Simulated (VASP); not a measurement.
# TiCo (Pm-3m) in VASP: settings compared, part 2 of 2

VASP 6.6.1.

## 3. Single point, LDA, collinear spin, ferromagnetic start

This run uses another cell than the first one, of 13.58 Å³/atom, 1.020 times its volume.

File INCAR:

```
PREC     = Accurate       # precision mode
ENCUT    = 520            # plane-wave cutoff, eV
EDIFF    = 1E-6           # SCF threshold, eV
ISMEAR   = -1             # smearing method
SIGMA    = 0.05           # smearing width, eV
LREAL    = False          # projectors in reciprocal space
LASPH    = True           # aspherical terms in the spheres
NELM     = 150            # most SCF steps
ALGO     = Normal         # electronic algorithm
ISIF     = 2              # what is computed and relaxed
LWAVE    = False          # write WAVECAR
LCHARG   = True           # write CHGCAR
ISPIN    = 2              # spin polarisation
MAGMOM   = 2 1            # initial moments
LORBIT   = 11             # projections on sites
LMAXMIX  = 4              # l up to which the mixer works
GGA      = CA             # functional
LELF     = True           # ELF
LVHAR    = True         
NBANDS   = 22             # bands
```

File KPOINTS:

```
Automatic mesh
0
Gamma
  9 9 9
```

File POSCAR:

```
TiCo
1.0
    3.0058871358      0.0000000000      0.0000000000
    0.0000000000      3.0058871358      0.0000000000
    0.0000000000      0.0000000000      3.0058871358
Co Ti
1 1
Direct
    0.5000000000      0.5000000000      0.5000000000
    0.0000000000      0.0000000000      0.0000000000
```

Potentials or basis: VASP PAW LDA potentials, release 64 (Co, Ti_sv).

Started as:

```sh
$ cat potpaw_LDA.64/Co/POTCAR potpaw_LDA.64/Ti_sv/POTCAR > POTCAR
$ mpirun -np 1 vasp_std > vasp.out
```

OUTCAR:

```text
PREC = Accurate
   ENCUT = 520
   EDIFF = 1E-6
   ISMEAR = -1
   LREAL = False
   LASPH = True
   NELM = 150
   ISIF = 2
   ISPIN = 2
   LORBIT = 11
   GGA = CA

 ion  position               nearest neighbor table
   1  0.500  0.500  0.500-   2 2.60   2 2.60   2 2.60   2 2.60   2 2.60   2 2.60   2 2.60   2 2.60

   2  0.000  0.000  0.000-   1 2.60   1 2.60   1 2.60   1 2.60   1 2.60   1 2.60   1 2.60   1 2.60

  LATTYP: Found a simple cubic cell.
 ALAT       =     3.0058871358

  Lattice vectors:

 A1 = (   3.0058871358,   0.0000000000,   0.0000000000)
 A2 = (   0.0000000000,   3.0058871358,   0.0000000000)
 A3 = (   0.0000000000,   0.0000000000,   3.0058871358)

Analysis of symmetry for initial positions (statically):
=====================================================================
 Subroutine PRICEL returns:
 Original cell was already a primitive cell.

 Routine SETGRP: Setting up the symmetry group for a
 simple cubic supercell.
[... 798 lines left out ...]
      3     -23.6250      1.00000
      4     -23.6250      1.00000
      5       1.8849      1.00000
      6       5.8476      1.00000
[... 589 lines left out ...]
     21      26.0345      0.00000
     22      28.8909      0.00000

 [... further k-points ...]

------------------------ aborting loop because EDIFF is reached ----------------------------------------

  FORCE on cell =-STRESS in cart. coord.  units (eV):
  Direction    XX          YY          ZZ          XY          YZ          ZX
  --------------------------------------------------------------------------------------
  -------------------------------------------------------------------------------------
  Total       -2.9954034     -2.9954034     -2.9954034      0.0000000      0.0000000     -0.0000000
  in kB     -176.7046127   -176.7046127   -176.7046127      0.0000000      0.0000000     -0.0000000
  external PRESSURE =    -176.7046127 kB  Pullay stress =       0.0000000 kB

 VOLUME and BASIS-vectors are now :
 -----------------------------------------------------------------------------
  energy-cutoff  :      520.00
  volume of cell :       27.16
      direct lattice vectors                 reciprocal lattice vectors
     3.005887136  0.000000000  0.000000000     0.332680488  0.000000000  0.000000000
     0.000000000  3.005887136  0.000000000     0.000000000  0.332680488  0.000000000
     0.000000000  0.000000000  3.005887136     0.000000000  0.000000000  0.332680488

 POSITION                                       TOTAL-FORCE (eV/Angst)
 -----------------------------------------------------------------------------------
      1.50294      1.50294      1.50294         0.000000      0.000000      0.000000
      0.00000      0.00000      0.00000         0.000000      0.000000      0.000000
 -----------------------------------------------------------------------------------
    total drift:                                0.000000      0.000000     -0.000000

  FREE ENERGIE OF THE ION-ELECTRON SYSTEM (eV)
  ---------------------------------------------------
  free  energy   TOTEN  =       -17.4420784313 eV

  energy  without entropy=      -17.4224150951  energy(sigma->0) =      -17.43224676

 total charge

# of ion       s       p       d       tot
------------------------------------------
    1        0.517   0.425   7.345   8.287
    2        2.244   6.168   1.861  10.274
--------------------------------------------------
tot          2.761   6.593   9.206  18.560

 magnetization (x)

# of ion       s       p       d       tot
------------------------------------------
    1        0.018  -0.001   0.467   0.484
    2       -0.001  -0.005  -0.010  -0.016
--------------------------------------------------
tot          0.017  -0.006   0.457   0.468
```

Wall time 13 s (1 thread of Intel Xeon 6975P-C (Granite Rapids), shared host); peak memory 0.15 GiB.

Results:

| Item | Value |
| --- | --- |
| Free energy | -17.4421 eV |
| Pressure | -17.7 GPa |
| Net moment | 0.46 μB per cell |
| Site moments | Co +0.48; Ti -0.02 μB |
| Valence electrons inside the program's atomic spheres | Co 8.29; Ti 10.27 |

## 4. Single point, PBEsol, collinear spin, ferromagnetic start

This run uses another cell than the first one, of 13.58 Å³/atom, 1.020 times its volume.

File INCAR:

```
SYSTEM = TiCo
PREC = Accurate
ENCUT = 520
EDIFF = 1E-6
ISMEAR = -1
SIGMA = 0.05
LREAL = .FALSE.
LASPH = .TRUE.
NELM = 150
ALGO = Fast
ISIF = 2
LWAVE = .FALSE.
LCHARG = .FALSE.
ISPIN = 2
MAGMOM = 2 1
LORBIT = 11
LMAXMIX = 4
GGA = PS
NBANDS = 22
```

File KPOINTS:

```
Automatic mesh
0
G
  9 9 9
  0 0 0
```

POSCAR is that of step 3.

Potentials or basis: VASP PAW PBE potentials, release 64 (Co, Ti_sv).

Started as:

```sh
$ cat potpaw_PBE.64/Co/POTCAR potpaw_PBE.64/Ti_sv/POTCAR > POTCAR
$ mpirun -np 1 vasp_std > vasp.out
```

Run time: 20 s. Hardware: 1 thread of Intel Xeon 6975P-C (Granite Rapids), shared host; peak memory 0.16 GiB.

It converged, with:

```yaml
Free_energy: -16.8460 eV
Pressure: -11.4 GPa
Net_moment: 0.72 μB per cell
Site_moments: Co +0.80; Ti -0.04 μB
Valence_electrons_inside_the_program's_atomic_spheres: Co 8.26; Ti 10.26
```

Levels at points of the mesh, in eV from the Fermi level:
Spin up:
| k point | band 7 | band 8 | band 9 | band 10 | band 11 | band 12 | band 13 | band 14 |
| --- | --- | --- | --- | --- | --- | --- | --- | --- |
| (0.00, 0.00, 0.00) | -4.01 | -1.78 | -1.78 | -1.78 | 0.49 | 0.49 | 2.61 | 2.61 |
Spin down:
```csv
k point,band 8,band 9,band 10,band 11,band 12,band 13
"(0.00, 0.00, 0.00)",-1.28,-1.28,-1.28,0.93,0.93,2.68
```

Caveat: the PAW data sets were made with another functional, which shifts forces and pressure a little.

## 5. Summary

```csv
level,potentials or basis,cell,gap on the mesh (eV),pressure (GPa),moment (μB)
LDA,"VASP PAW LDA potentials, release 64 (Co, Ti_sv)","a = 2.986 Å, 2 atoms",none,-15.2,0.44
LDA,"VASP PAW LDA potentials, release 64 (Co, Ti_sv)","a = 3.006 Å, 2 atoms",none,-17.7,0.46
PBEsol,"VASP PAW PBE potentials, release 64 (Co, Ti_sv)","a = 3.006 Å, 2 atoms",none,-11.4,0.72
```

Alike in all rows: task single point; spin collinear, ferromagnetic start; k mesh 9 × 9 × 9; cutoff (eV) 520; smearing fermi-dirac 0.05 eV.

Caveats: the PAW data sets were made with another functional, which shifts forces and pressure a little (some runs).

Total energies depend on the potentials used, so only differences within one code and one set of settings carry meaning.
